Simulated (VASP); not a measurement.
Here is a VASP 6.6.1 calculation.

The input INCAR:

```
SYSTEM = CO2
  PREC = Accurate
  ENCUT = 600
  EDIFF = 1E-6
  ISMEAR = -1
  SIGMA = 0.05
  LREAL = .FALSE.
  LASPH = .TRUE.
  NELM = 60
  ALGO = Normal
  ISIF = 3
  LWAVE = .FALSE.
  LCHARG = .FALSE.
  GGA = PS
  IBRION = 2
  NSW = 60
  EDIFFG = -0.01
  PSTRESS = 20.0
```

KPOINTS

```
regular mesh
0
G
  9 9 9
  0 0 0
```

File POSCAR:

```
CO2
1.0
   -1.9747270000      1.9747270000      3.0140580000
    1.9747270000     -1.9747270000      3.0140580000
    1.9747270000      1.9747270000     -3.0140580000
O C
4 2
Direct
    0.8750000000      0.9597980000      0.5847980000
    0.3750000000      0.2902020000      0.4152020000
    0.0402020000      0.6250000000      0.9152020000
    0.7097980000      0.1250000000      0.0847980000
    0.0000000000      0.0000000000      0.0000000000
    0.7500000000      0.2500000000      0.5000000000
```

Potentials or basis: VASP PAW PBE potentials, release 64 (O, C).

Launch:

```sh
$ cat potpaw_PBE.64/O/POTCAR potpaw_PBE.64/C/POTCAR > POTCAR
$ mpirun -np 1 vasp_std > vasp.out
```

**Question.** Predict the band gap on the k mesh.

**Answer.** 7.59 eV (least direct gap 7.98 eV).

**Question.** What does it give for the relaxed cell?

**Answer.** a = 4.048 Å, b = 4.048 Å, c = 4.048 Å, α = 122.46°, β = 122.46°, γ = 85.79°.

The path:
```tsv
step	energy change (eV)	largest force (eV/Å)	pressure (GPa)	volume (Å³)
1	0.0000	0.1232	-5.41	47.01
2	0.0396	0.7871	10.68	44.59
3	-0.0141	0.2836	1.63	45.86
4	-0.0201	0.1205	1.74	45.44
5	-0.0186	0.0056	1.86	45.16
6	-0.0188	0.0115	1.87	45.17
7	-0.0185	0.0161	2.06	45.12
8	-0.0172	0.0287	2.48	44.99
9	-0.0177	0.0009	2.04	45.02
```

Caveat: the cell is relaxed towards a set pressure, so the run minimises the enthalpy, not the energy; the PAW data sets were made with another functional, which shifts forces and pressure a little; an odd mesh through Γ misses points on the zone boundary, where band edges can lie.
